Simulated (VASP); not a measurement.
# C18Se in VASP: single point with PBE

Aim: the single point of C18Se with PBE.

Program: VASP 6.6.1. These are calculated values, not measurements. Logs are shortened: lines on timing, memory, paths and dates and some standing lists are left out, and cuts for length are marked.

## 1. The cell of the first run

The cell holds a slab with vacuum, 19 atoms: a = 7.398 Å, b = 7.398 Å, c = 12.000 Å, α = 90.00°, β = 90.00°, γ = 120.00°.

## 2. Single point, PBE

Contents of INCAR:

```
SYSTEM = C18Se
  PREC = Accurate
  ENCUT = 520
  EDIFF = 1E-7
  ISMEAR = -1
  SIGMA = 0.05
  LREAL = Auto
  LASPH = .TRUE.
  NELM = 80
  ALGO = Normal
  ISIF = 2
  LWAVE = .FALSE.
  LCHARG = .TRUE.
  GGA = PE
  LELF = .TRUE.
  LVHAR = .TRUE.
  NBANDS = 54
```

Contents of KPOINTS:

```
regular mesh
0
G
  2 2 1
  0 0 0
```

Contents of POSCAR:

```
C18Se
1.0
    7.3980000000      0.0000000000      0.0000000000
   -3.6990000000      6.4068560000      0.0000000000
    0.0000000000      0.0000000000     12.0000000000
C Se
18 1
Direct
    0.0057797946      0.0051565073      0.0798825833
    0.2275032338      0.1160626991      0.0785200000
    0.0050112418      0.3376102101      0.0806018333
    0.2263313656      0.4460723013      0.0876655000
    0.0052145523      0.6721571392      0.0797705000
    0.2260788710      0.7848465769      0.0861735833
    0.3386120835      0.0054950509      0.0796856667
    0.5613769993      0.1161335607      0.0785244167
    0.3388940666      0.3377870519      0.0800664167
    0.5613356989      0.4496208437      0.0781283333
    0.3387809817      0.6719542315      0.1008534167
    0.5646789893      0.7845028825      0.0876704167
    0.6731293291      0.0057363549      0.0807166667
    0.8947942581      0.1161040610      0.0792470000
    0.6724581422      0.3384166899      0.0766816667
    0.8946948528      0.4495159560      0.0784965833
    0.6730215654      0.6718671373      0.0801954167
    0.8948204192      0.7833472455      0.0786569167
    0.3429386499      0.6681060102      0.2784625000
```

Potentials or basis: VASP PAW PBE potentials, release 64 (C, Se).

Command:

```console
$ cat potpaw_PBE.64/C/POTCAR potpaw_PBE.64/Se/POTCAR > POTCAR
$ mpirun -np 1 vasp_std > vasp.out
```

OUTCAR:

```text
SYSTEM = C18Se
   PREC = Accurate
   ENCUT = 520
   EDIFF = 1E-7
   ISMEAR = -1
   LREAL = Auto
   LASPH = .TRUE.
   NELM = 80
   ISIF = 2
   GGA = PE

 ion  position               nearest neighbor table
   1  0.006  0.005  0.080-   2 1.42  18 1.42  14 1.42
   2  0.228  0.116  0.079-   7 1.42   1 1.42   9 1.42
   3  0.005  0.338  0.081-  14 1.42   4 1.42  16 1.42
   4  0.226  0.446  0.088-   9 1.42   3 1.42  11 1.46
   5  0.005  0.672  0.080-   6 1.42  18 1.42  16 1.43
   6  0.226  0.785  0.086-   7 1.42   5 1.42  11 1.46
   7  0.339  0.005  0.080-   6 1.42   2 1.42   8 1.43
   8  0.561  0.116  0.079-  13 1.42  15 1.42   7 1.43
   9  0.339  0.338  0.080-   4 1.42   2 1.42  10 1.43
  10  0.561  0.450  0.078-  17 1.42  15 1.42   9 1.43
  11  0.339  0.672  0.101-   4 1.46  12 1.46   6 1.46  19 2.13
  12  0.565  0.785  0.088-  17 1.42  13 1.42  11 1.46
  13  0.673  0.006  0.081-  12 1.42  14 1.42   8 1.42
  14  0.895  0.116  0.079-   3 1.42  13 1.42   1 1.42
  15  0.672  0.338  0.077-  16 1.42   8 1.42  10 1.42
  16  0.895  0.450  0.078-   3 1.42  15 1.42   5 1.43
  17  0.673  0.672  0.080-  12 1.42  18 1.42  10 1.42
  18  0.895  0.783  0.079-   5 1.42  17 1.42   1 1.42
  19  0.343  0.668  0.278-  11 2.13

  LATTYP: Found a hexagonal cell.
 ALAT       =     7.3980000000
 C/A-ratio  =     1.6220600162

  Lattice vectors:

 A1 = (   7.3980000000,   0.0000000000,   0.0000000000)
 A2 = (  -3.6990000000,   6.4068560000,   0.0000000000)
 A3 = (   0.0000000000,   0.0000000000,  12.0000000000)

Analysis of symmetry for initial positions (statically):
=====================================================================
 Subroutine PRICEL returns:
 Original cell was already a primitive cell.

 Routine SETGRP: Setting up the symmetry group for a
 hexagonal supercell.

 Subroutine GETGRP returns: Found  1 space group operations
 (whereof  1 operations were pure point group operations)
 out of a pool of 24 trial point group operations.

The static configuration has the point symmetry C_1 .

Analysis of symmetry for dynamics (positions and initial velocities):
=====================================================================
 Subroutine PRICEL returns:
 Original cell was already a primitive cell.

 Routine SETGRP: Setting up the symmetry group for a
 hexagonal supercell.

 Subroutine GETGRP returns: Found  1 space group operations
 (whereof  1 operations were pure point group operations)
 out of a pool of 24 trial point group operations.

The dynamic configuration has the point symmetry C_1 .

 Subroutine INISYM returns: Found  1 space group operations
 (whereof  1 operations are pure point group operations),
 and found     1 'primitive' translations

----------------------------------------------------------------------------------------

                                     Primitive cell

  volume of cell :     568.7750

  direct lattice vectors                    reciprocal lattice vectors
     7.398000000  0.000000000  0.000000000     0.135171668  0.078041398  0.000000000
    -3.699000000  6.406856000  0.000000000     0.000000000  0.156082796  0.000000000
     0.000000000  0.000000000 12.000000000     0.000000000  0.000000000  0.083333333

  length of vectors
     7.398000000  7.398000054 12.000000000     0.156082797  0.156082796  0.083333333

  position of ions in fractional coordinates (direct lattice)
     0.005779795  0.005156507  0.079882583
     0.227503234  0.116062699  0.078520000
     0.005011242  0.337610210  0.080601833
     0.226331366  0.446072301  0.087665500
     0.005214552  0.672157139  0.079770500
     0.226078871  0.784846577  0.086173583
[... 11 lines left out ...]
     0.894820419  0.783347246  0.078656917
     0.342938650  0.668106010  0.278462500

  ion indices of the primitive-cell ions
   primitive index   ion index
                 1           1
                 2           2
                 3           3
                 4           4
                 5           5
                 6           6
[... 11 lines left out ...]
                18          18
                19          19

----------------------------------------------------------------------------------------

 KPOINTS: regular mesh

Automatic generation of k-mesh.
 Grid dimensions read from file:
 generate k-points for:    2    2    1

 Generating k-lattice:

  Cartesian coordinates                     Fractional coordinates (reciprocal lattice)
     0.067585834  0.039020699  0.000000000     0.500000000  0.000000000  0.000000000
     0.000000000  0.078041398  0.000000000     0.000000000  0.500000000  0.000000000
     0.000000000  0.000000000  0.083333333     0.000000000  0.000000000  1.000000000

  Length of vectors
     0.078041399  0.078041398  0.083333333

  Shift w.r.t. Gamma in fractional coordinates (k-lattice)
     0.000000000  0.000000000  0.000000000

 Subroutine IBZKPT returns following result:
 ===========================================

 Found      4 irreducible k-points:

 Following reciprocal coordinates:
            Coordinates               Weight
  0.000000  0.000000  0.000000      1.000000
  0.500000  0.000000  0.000000      1.000000
  0.000000  0.500000  0.000000      1.000000
  0.500000  0.500000  0.000000      1.000000
   k-points           NKPTS =      4   k-points in BZ     NKDIM =      4   number of bands    NBANDS=     54
   number of dos      NEDOS =    301   number of ions     NIONS =     19
   total plane-waves  NPLWV = 282240
   dimension x,y,z NGX =    56 NGY =   56 NGZ =   90
   dimension x,y,z NGXF=   112 NGYF=  112 NGZF=  180
   ions per type =              18   1
   NGX,Y,Z   is equivalent  to a cutoff of  12.58, 12.58, 12.47 a.u.
   NGXF,Y,Z  is equivalent  to a cutoff of  25.17, 25.17, 24.94 a.u.
 SYSTEM =  C18Se
   PREC   = accura    normal or accurate (medium, high low for compatibility)
   ISTART =      0    job   : 0-new  1-cont  2-samecut
   ICHARG =      2    charge: 1-file 2-atom 10-const
   ISPIN  =      1    spin polarized calculation?
   LNONCOLLINEAR =      F non collinear calculations
   LSORBIT =      F    spin-orbit coupling
   LASPH  =      T    aspherical Exc in radial PAW
   ENCUT  =  520.0 eV  38.22 Ry    6.18 a.u.  13.76 13.76 22.31*2*pi/ulx,y,z
   NELM   =     80;   NELMIN=  2; NELMDL= -5     # of ELM steps
   EDIFF  = 0.1E-06   stopping-criterion for ELM
   LREAL  =      T    real-space projection
   EDIFFG = 0.1E-05   stopping-criterion for IOM
   NSW    =      0    number of steps for IOM
   IBRION =     -1    ionic relax: 0-MD 1-quasi-New 2-CG
   NFREE  =      0    steps in history (QN), initial steepest desc. (CG)
   ISIF   =      2    stress and relaxation
   ISYM   =      2    0-nonsym 1-usesym 2-fastsym
   POTIM  = 0.5000    time-step for ionic-motion
   TEBEG  =    0.0;   TEEND  =   0.0 temperature during run
   PSTRESS=    0.0 pullay stress
   NELECT =      78.0000    total number of electrons
   NUPDOWN=      -1.0000    fix difference up-down
   EMIN   =  10.00;   EMAX   =-10.00  energy-range for DOS
   EFERMI =   0.00;   METHOD = LEGACY
   ISMEAR =    -1;   SIGMA  =   0.05  broadening in eV -4-tet -1-fermi 0-gaus
   EFERMI_NEDOS =   21; number of points for ismear=-14 and -15
   IALGO  =     38    algorithm
   IMIX   =      4    mixing-type and parameters
     AMIX     =   0.40;   BMIX     =  1.00
     AMIX_MAG =   1.60;   BMIX_MAG =  1.00
  volume/ion in A,a.u.               =      29.94       202.01
  Fermi-wavevector in a.u.,A,eV,Ry     =   0.844228  1.595359  9.697146  0.712720
  Thomas-Fermi vector in A             =   1.959222
   LORBIT       =      0    0 simple, 1 ext, 2 COOP (PROOUT), +10 PAW based schemes
   GGA     = PE    functional components
[... 5 lines left out ...]
 non-spin polarized calculation
  energy-cutoff  :      520.00
  volume of cell :      568.78
 maximum number of plane-waves:     15363
 NGX is ok and might be reduce to    56
   NGX = 27   NGY = 27   NGZ = 45

 number of electron      77.9999999 magnetization

 Free energy of the ion-electron system (eV)
  ---------------------------------------------------
  ext. energy  EPLUGINS =         0.00000000
  ---------------------------------------------------
  free energy    TOTEN  =      -166.74611165 eV

  energy without entropy =     -166.70532411  energy(sigma->0) =     -166.72571788

 E-fermi :  -1.6944     XC(G=0):  -4.1922

 val. band max:       -1.7410753540   @ k =   0.0000   0.0000   0.0000
 cond. band min:      -1.5955707953   @ k =   0.0000   0.0000   0.0000
 fundamental gap:      0.1455045587
 Fermi energy:        -1.6943571682

 k-point     1 :       0.0000    0.0000    0.0000
  band No.  band energies     occupation
      1     -21.4366      2.00000
      2     -19.1168      2.00000
      3     -18.8501      2.00000
      4     -18.8480      2.00000
      5     -18.7565      2.00000
      6     -18.7498      2.00000
[... 43 lines left out ...]
     50       3.1222      0.00000
     51       3.8258      0.00000

 k-point     2 :       0.5000    0.0000    0.0000
  band No.  band energies     occupation
      1     -20.8638      2.00000
      2     -20.7017      2.00000
      3     -19.5190      2.00000
      4     -19.4392      2.00000
      5     -17.1610      2.00000
      6     -17.0018      2.00000
[... 43 lines left out ...]
     50       4.0855      0.00000
     51       4.4315      0.00000

 k-point     3 :       0.0000    0.5000    0.0000
  band No.  band energies     occupation
      1     -20.8643      2.00000
      2     -20.7012      2.00000
      3     -19.5205      2.00000
      4     -19.4375      2.00000
      5     -17.1621      2.00000
      6     -17.0004      2.00000
[... 43 lines left out ...]
     50       4.0875      0.00000
     51       4.4327      0.00000

 k-point     4 :       0.5000    0.5000    0.0000
  band No.  band energies     occupation
      1     -20.8668      2.00000
      2     -20.6982      2.00000
      3     -19.5214      2.00000
      4     -19.4362      2.00000
      5     -17.1686      2.00000
      6     -16.9978      2.00000
[... 43 lines left out ...]
     50       4.0810      0.00000
     51       4.4461      0.00000
 [bands above 51 left out]

------------------------ aborting loop because EDIFF is reached ----------------------------------------

  FORCE on cell =-STRESS in cart. coord.  units (eV):
  Direction    XX          YY          ZZ          XY          YZ          ZX
  --------------------------------------------------------------------------------------
  -------------------------------------------------------------------------------------
  Total        2.4283796      2.3414005     -0.1260173      0.0223775      0.0180183      0.0016207
  in kB        6.8404807      6.5954701     -0.3549769      0.0630349      0.0507556      0.0045653
  external PRESSURE =       4.3603246 kB  Pullay stress =       0.0000000 kB

 VOLUME and BASIS-vectors are now :
 -----------------------------------------------------------------------------
  energy-cutoff  :      520.00
  volume of cell :      568.78
      direct lattice vectors                 reciprocal lattice vectors
     7.398000000  0.000000000  0.000000000     0.135171668  0.078041398  0.000000000
    -3.699000000  6.406856000  0.000000000     0.000000000  0.156082796  0.000000000
     0.000000000  0.000000000 12.000000000     0.000000000  0.000000000  0.083333333

 POSITION                                       TOTAL-FORCE (eV/Angst)
 -----------------------------------------------------------------------------------
      0.02368      0.03304      0.95859        -0.017383     -0.006162      0.007308
      1.25375      0.74360      0.94224        -0.002406      0.000421     -0.002011
     -1.21175      2.16302      0.96722         0.001688      0.010661      0.005692
      0.02438      2.85792      1.05199        -0.016287      0.023555     -0.004491
     -2.44773      4.30641      0.95725         0.012736      0.000119     -0.010943
     -1.23062      5.02840      1.03408         0.009999     -0.021827      0.003886
[... 11 lines left out ...]
      3.72228      5.01879      0.94388        -0.008421      0.001471      0.001514
      0.06574      4.28046      3.34155        -0.005087      0.003534     -0.000176
 -----------------------------------------------------------------------------------
    total drift:                               -0.003974     -0.003922      0.024953

  FREE ENERGIE OF THE ION-ELECTRON SYSTEM (eV)
  ---------------------------------------------------
  free  energy   TOTEN  =      -166.7461116478 eV

  energy  without entropy=     -166.7053241070  energy(sigma->0) =     -166.72571788
```

Run time: 8.3 min. Hardware: 1 thread of Intel Xeon Platinum 8259CL at 2.50GHz (Skylake/Cascade Lake), shared host; peak memory 0.58 GiB.

Results:

| Item | Value |
| --- | --- |
| Free energy | -166.7461 eV |
| Largest force | 0.033 eV/Å |
| Band gap on the k mesh | 0.15 eV, direct |

Forces on the atoms (eV/Å):
```
C   -0.017 -0.006  0.007
C   -0.002  0.000 -0.002
C    0.002  0.011  0.006
C   -0.016  0.024 -0.004
C    0.013  0.000 -0.011
C    0.010 -0.022  0.004
C    0.022  0.023  0.001
C   -0.009 -0.023  0.000
C    0.030 -0.012  0.006
C   -0.027  0.000 -0.008
C    0.009  0.010 -0.003
C   -0.021 -0.008  0.017
C   -0.003  0.011 -0.012
C    0.001 -0.016  0.004
C   -0.001 -0.009 -0.005
C    0.012  0.010  0.004
C    0.012  0.004 -0.004
C   -0.008  0.001  0.002
Se  -0.005  0.004  0.000
```

Caveat: the k points lie up to 0.49 Å⁻¹ apart.
